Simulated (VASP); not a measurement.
# Ir (P6_3/mmc) in VASP: further runs

Ir is run at these levels: r2SCAN; tasks: single point, relaxation of volume and atoms at fixed shape.

All numbers are computed with VASP 6.6.1; they aren't measurements. Logs are shortened: lines on timing, memory, paths and dates and some standing lists are left out, and cuts for length are marked.

### Step 1. The cell of the first run

The structure is hexagonal, space group P6_3/mmc (No. 194). The conventional cell has a = 2.729 Å, b = 2.729 Å, c = 4.426 Å, α = 90.00°, β = 90.00°, γ = 120.00°. Ir (site symmetry -6m2) has 12 Ir at 2.72 to 2.73 Å within 3.6 Å.

This isn't the form of Ir at room conditions, which is fcc.

### Step 2. Single point, r2SCAN

Input file POSCAR:

```
Ir
1.0
    2.7287744840      0.0000000000      0.0000000000
   -1.3643872420      2.3631880243      0.0000000000
    0.0000000000      0.0000000000      4.4256307538
Ir
2
Direct
    0.6666666667      0.3333333333      0.7500000000
    0.3333333333      0.6666666667      0.2500000000
```

Input file INCAR.step1:

```
SYSTEM = Ir
PREC = Accurate ; ENCUT = 620
ISMEAR = 0 ; SIGMA = 0.1
LREAL = .False. ; LASPH = .True.
NELM = 120 ; NBANDS = 24
GGA = PE ; ALGO = Normal
EDIFF = 1E-5 ; LWAVE = .True.
LCHARG = .False. ; GGA_COMPAT = .False.
```

Input file INCAR.step2:

```
SYSTEM = Ir
PREC = Accurate ; ENCUT = 620
EDIFF = 1E-6 ; ISMEAR = 0
SIGMA = 0.1 ; LREAL = .False.
LASPH = .True. ; NELM = 120
ALGO = Normal ; ISIF = 2
LWAVE = .False. ; LCHARG = .False.
METAGGA = R2SCAN ; LMIXTAU = .True.
NBANDS = 24 ; ISTART = 1
GGA_COMPAT = .False.
```

Input file KPOINTS:

```
regular mesh
0
Gamma
  11 11 6
  0 0 0
```

Potentials or basis: VASP PAW PBE potentials, release 64 (Ir_sv_GW).

Command:

```sh
$ cat potpaw_PBE.64/Ir_sv_GW/POTCAR > POTCAR
$ cp INCAR.step1 INCAR
$ mpirun -np 1 vasp_std > vasp.out
$ cp INCAR.step2 INCAR
$ mpirun -np 1 vasp_std > vasp.out
```

OUTCAR:

```text
SYSTEM = Ir
   PREC = Accurate
   ENCUT = 620
   EDIFF = 1E-6
   ISMEAR = 0
   LREAL = .False.
   LASPH = .True.
   NELM = 120
   ISIF = 2
   METAGGA = R2SCAN
   ISTART = 1

 ion  position               nearest neighbor table
   1  0.667  0.333  0.750-   2 2.72   2 2.72   2 2.72   2 2.72   2 2.72   2 2.72
   2  0.333  0.667  0.250-   1 2.72   1 2.72   1 2.72   1 2.72   1 2.72   1 2.72

  LATTYP: Found a hexagonal cell.
 ALAT       =     2.7287744840
 C/A-ratio  =     1.6218382207

  Lattice vectors:

 A1 = (   2.7287744840,   0.0000000000,   0.0000000000)
 A2 = (  -1.3643872420,   2.3631880243,   0.0000000000)
 A3 = (   0.0000000000,   0.0000000000,   4.4256307538)

Analysis of symmetry for initial positions (statically):
=====================================================================
 Subroutine PRICEL returns:
 Original cell was already a primitive cell.

 Routine SETGRP: Setting up the symmetry group for a
 hexagonal supercell.

 Subroutine GETGRP returns: Found 24 space group operations
 (whereof 12 operations were pure point group operations)
 out of a pool of 24 trial point group operations.

The static configuration has the point symmetry D_3d.
 The point group associated with its full space group is D_6h.

Analysis of symmetry for dynamics (positions and initial velocities):
=====================================================================
 Subroutine PRICEL returns:
 Original cell was already a primitive cell.

 Routine SETGRP: Setting up the symmetry group for a
 hexagonal supercell.

 Subroutine GETGRP returns: Found 24 space group operations
 (whereof 12 operations were pure point group operations)
 out of a pool of 24 trial point group operations.

The dynamic configuration has the point symmetry D_3d.
 The point group associated with its full space group is D_6h.

 Subroutine INISYM returns: Found 24 space group operations
 (whereof 12 operations are pure point group operations),
 and found     1 'primitive' translations

----------------------------------------------------------------------------------------

                                     Primitive cell

  volume of cell :      28.5392

  direct lattice vectors                    reciprocal lattice vectors
     2.728774484  0.000000000  0.000000000     0.366464875  0.211578594  0.000000000
    -1.364387242  2.363188024  0.000000000     0.000000000  0.423157188  0.000000000
     0.000000000  0.000000000  4.425630754     0.000000000  0.000000000  0.225956492

  length of vectors
     2.728774484  2.728774484  4.425630754     0.423157188  0.423157188  0.225956492

  position of ions in fractional coordinates (direct lattice)
     0.666666667  0.333333333  0.750000000
     0.333333333  0.666666667  0.250000000

  ion indices of the primitive-cell ions
   primitive index   ion index
                 1           1
                 2           2

----------------------------------------------------------------------------------------

 KPOINTS: regular mesh

Automatic generation of k-mesh.
 Grid dimensions read from file:
 generate k-points for:   11   11    6

 Generating k-lattice:

  Cartesian coordinates                     Fractional coordinates (reciprocal lattice)
     0.033314989  0.019234418  0.000000000     0.090909091  0.000000000  0.000000000
     0.000000000  0.038468835  0.000000000     0.000000000  0.090909091  0.000000000
     0.000000000  0.000000000  0.037659415     0.000000000  0.000000000  0.166666667

  Length of vectors
     0.038468835  0.038468835  0.037659415

  Shift w.r.t. Gamma in fractional coordinates (k-lattice)
     0.000000000  0.000000000  0.000000000

 Subroutine IBZKPT returns following result:
 ===========================================

 Found     64 irreducible k-points:

 Following reciprocal coordinates:
            Coordinates               Weight
  0.000000  0.000000  0.000000      1.000000
  0.090909 -0.000000  0.000000      6.000000
  0.181818 -0.000000  0.000000      6.000000
  0.272727 -0.000000  0.000000      6.000000
  0.363636 -0.000000  0.000000      6.000000
  0.454545 -0.000000  0.000000      6.000000
[... 16 lines left out ...]
  0.090909  0.090909  0.166667     12.000000
  0.181818  0.090909  0.166667     24.000000
 [... further k-points ...]
   k-points           NKPTS =     64   k-points in BZ     NKDIM =     64   number of bands    NBANDS=     24
   number of dos      NEDOS =    301   number of ions     NIONS =      2
   total plane-waves  NPLWV =  20736
   dimension x,y,z NGX =    24 NGY =   24 NGZ =   36
   dimension x,y,z NGXF=    48 NGYF=   48 NGZF=   72
   ions per type =               2
   NGX,Y,Z   is equivalent  to a cutoff of  14.62, 14.62, 13.52 a.u.
   NGXF,Y,Z  is equivalent  to a cutoff of  29.24, 29.24, 27.05 a.u.
 SYSTEM =  Ir
   PREC   = accura    normal or accurate (medium, high low for compatibility)
   ISTART =      1    job   : 0-new  1-cont  2-samecut
   ICHARG =      0    charge: 1-file 2-atom 10-const
   ISPIN  =      1    spin polarized calculation?
   LNONCOLLINEAR =      F non collinear calculations
   LSORBIT =      F    spin-orbit coupling
   LASPH  =      T    aspherical Exc in radial PAW
   ENCUT  =  620.0 eV  45.57 Ry    6.75 a.u.   5.54  5.54  8.99*2*pi/ulx,y,z
   NELM   =    120;   NELMIN=  2; NELMDL=  0     # of ELM steps
   EDIFF  = 0.1E-05   stopping-criterion for ELM
   LREAL  =      F    real-space projection
   EDIFFG = 0.1E-04   stopping-criterion for IOM
   NSW    =      0    number of steps for IOM
   IBRION =     -1    ionic relax: 0-MD 1-quasi-New 2-CG
   NFREE  =      0    steps in history (QN), initial steepest desc. (CG)
   ISIF   =      2    stress and relaxation
   ISYM   =      2    0-nonsym 1-usesym 2-fastsym
   POTIM  = 0.5000    time-step for ionic-motion
   TEBEG  =    0.0;   TEEND  =   0.0 temperature during run
   PSTRESS=    0.0 pullay stress
   NELECT =      34.0000    total number of electrons
   NUPDOWN=      -1.0000    fix difference up-down
   EMIN   =  10.00;   EMAX   =-10.00  energy-range for DOS
   EFERMI =   0.00;   METHOD = LEGACY
   ISMEAR =     0;   SIGMA  =   0.10  broadening in eV -4-tet -1-fermi 0-gaus
   EFERMI_NEDOS =   21; number of points for ismear=-14 and -15
   IALGO  =     38    algorithm
   IMIX   =      4    mixing-type and parameters
     AMIX     =   0.40;   BMIX     =  1.00
     AMIX_MAG =   1.60;   BMIX_MAG =  1.00
  volume/ion in A,a.u.               =      14.27        96.30
  Fermi-wavevector in a.u.,A,eV,Ry     =   1.735485  3.279590 40.979481  3.011907
  Thomas-Fermi vector in A             =   2.809081
   LORBIT       =      0    0 simple, 1 ext, 2 COOP (PROOUT), +10 PAW based schemes
   METAGGA = R2SCAN    functional components
   LHFCALC =     F    Hartree Fock is set to
   AEXX    =    0.0000 exact exchange contribution
   IVDW    =     0    specifies the selected vdW correction
   LEPSILON=     F    determine dielectric tensor
   LRPA    =     F    only Hartree local field effects (RPA)
 non-spin polarized calculation
 Gauss-broadening in eV      SIGMA  =   0.10
  energy-cutoff  :      620.00
  volume of cell :       28.54
 maximum number of plane-waves:      1021
 NGX is ok and might be reduce to    24
   NGX = 11   NGY = 11   NGZ = 17

 number of electron      34.0000000 magnetization

 Free energy of the ion-electron system (eV)
  ---------------------------------------------------
  ext. energy  EPLUGINS =         0.00000000
  ---------------------------------------------------
  free energy    TOTEN  =      -105.61449657 eV

  energy without entropy =     -105.59839809  energy(sigma->0) =     -105.60644733

 E-fermi :  12.6091     XC(G=0): -15.8441

 val. band max:       12.5932670102   @ k =   0.3636   0.1818   0.1667
 cond. band min:      12.6140867813   @ k =   0.2727   0.0909   0.3333
 fundamental gap:      0.0208197711
 Fermi energy:        12.6091129563

 k-point     1 :       0.0000    0.0000    0.0000
  band No.  band energies     occupation
      1     -82.5235      2.00000
      2     -82.4488      2.00000
      3     -39.1708      2.00000
      4     -38.4432      2.00000
      5     -38.4432      2.00000
      6     -38.3358      2.00000
[... 16 lines left out ...]
     23      29.0641      0.00000
     24      30.1750      0.00000

 k-point     2 :       0.0909   -0.0000    0.0000
  band No.  band energies     occupation
      1     -82.5187      2.00000
      2     -82.4469      2.00000
      3     -39.1497      2.00000
      4     -38.4924      2.00000
      5     -38.4590      2.00000
      6     -38.3740      2.00000
[... 16 lines left out ...]
     23      29.4890      0.00000
     24      30.7058      0.00000

 k-point     3 :       0.1818   -0.0000    0.0000
  band No.  band energies     occupation
      1     -82.5048      2.00000
      2     -82.4411      2.00000
      3     -39.0898      2.00000
      4     -38.6235      2.00000
      5     -38.5078      2.00000
      6     -38.5003      2.00000
[... 16 lines left out ...]
     23      29.9437      0.00000
     24      30.8782      0.00000

 k-point     4 :       0.2727   -0.0000    0.0000
  band No.  band energies     occupation
      1     -82.4858      2.00000
      2     -82.4342      2.00000
      3     -39.0015      2.00000
      4     -38.7950      2.00000
      5     -38.6780      2.00000
      6     -38.5524      2.00000
[... 16 lines left out ...]
     23      28.4877      0.00000
     24      28.5097      0.00000

 k-point     5 :       0.3636   -0.0000    0.0000
  band No.  band energies     occupation
      1     -82.4671      2.00000
      2     -82.4290      2.00000
      3     -38.9521      2.00000
      4     -38.9023      2.00000
      5     -38.8296      2.00000
      6     -38.5988      2.00000
[... 451 lines left out ...]
 k-point    22 :       0.4545   -0.0000    0.1667
  band No.  band energies     occupation
      1     -82.4524      2.00000
      2     -82.4297      2.00000
      3     -39.0806      2.00000
      4     -38.9582      2.00000
      5     -38.7588      2.00000
      6     -38.6130      2.00000
[... 16 lines left out ...]
     23      25.4339      0.00000
     24      26.1035      0.00000

 k-point    23 :       0.0909    0.0909    0.1667
  band No.  band energies     occupation
      1     -82.5047      2.00000
      2     -82.4473      2.00000
      3     -39.0668      2.00000
      4     -38.5595      2.00000
      5     -38.5251      2.00000
      6     -38.4671      2.00000
[... 16 lines left out ...]
     23      30.1739      0.00000
     24      30.4405      0.00000

 k-point    24 :       0.1818    0.0909    0.1667
  band No.  band energies     occupation
      1     -82.4890      2.00000
      2     -82.4402      2.00000
      3     -39.0131      2.00000
      4     -38.6917      2.00000
      5     -38.6581      2.00000
      6     -38.5236      2.00000
[... 16 lines left out ...]
     23      28.5000      0.00000
     24      29.6397      0.00000

 [... further k-points ...]

------------------------ aborting loop because EDIFF is reached ----------------------------------------

  FORCE on cell =-STRESS in cart. coord.  units (eV):
  Direction    XX          YY          ZZ          XY          YZ          ZX
  --------------------------------------------------------------------------------------
  -------------------------------------------------------------------------------------
  Total       -0.1547416     -0.1547416     -0.2005059      0.0000000      0.0000000      0.0000000
  in kB       -8.6871331     -8.6871331    -11.2563273      0.0000000      0.0000000      0.0000000
  external PRESSURE =      -9.5435312 kB  Pullay stress =       0.0000000 kB

 VOLUME and BASIS-vectors are now :
 -----------------------------------------------------------------------------
  energy-cutoff  :      620.00
  volume of cell :       28.54
      direct lattice vectors                 reciprocal lattice vectors
     2.728774484  0.000000000  0.000000000     0.366464875  0.211578594  0.000000000
    -1.364387242  2.363188024  0.000000000     0.000000000  0.423157188  0.000000000
     0.000000000  0.000000000  4.425630754     0.000000000  0.000000000  0.225956492

 POSITION                                       TOTAL-FORCE (eV/Angst)
 -----------------------------------------------------------------------------------
      1.36439      0.78773      3.31922         0.000000     -0.000000      0.000000
     -0.00000      1.57546      1.10641        -0.000000      0.000000      0.000000
 -----------------------------------------------------------------------------------
    total drift:                               -0.000000      0.000000     -0.000000

  FREE ENERGIE OF THE ION-ELECTRON SYSTEM (eV)
  ---------------------------------------------------
  free  energy   TOTEN  =      -105.6144965716 eV

  energy  without entropy=     -105.5983980906  energy(sigma->0) =     -105.60644733
```

Wall time 3.2 min (1 thread of Intel Xeon Platinum 8259CL at 2.50GHz (Skylake/Cascade Lake), shared host); peak memory 0.2 GiB.

What came out:

```yaml
Free_energy: -105.6145 eV
Pressure: -1.0 GPa
Band_gap_on_the_k_mesh: zero (bands 17 and 18 overlap by 3.32 eV)
```

Stress tensor (GPa, compression positive):
```
-0.87  0.00  0.00
 0.00 -0.87  0.00
 0.00  0.00 -1.13
```

Levels at points of the mesh, in eV from the Fermi level:
| k point | band 14 | band 15 | band 16 | band 17 | band 18 | band 19 | band 20 | band 21 |
| --- | --- | --- | --- | --- | --- | --- | --- | --- |
| (0.00, 0.00, 0.00) | -3.27 | -3.27 | -2.45 | -2.45 | -0.75 | 0.29 | 0.29 | 7.42 |
| (0.00, 0.00, 0.50) | -4.06 | -4.06 | -4.06 | -0.48 | -0.48 | -0.48 | -0.48 | 13.88 |

Caveat: the PAW data sets were made with another functional, which shifts forces and pressure a little; spin-orbit coupling is left out, which moves the levels of the heavy elements.

[end of part 1 of 2]

The gap in the log of VASP goes by the Fermi energy; the results here count the filled bands.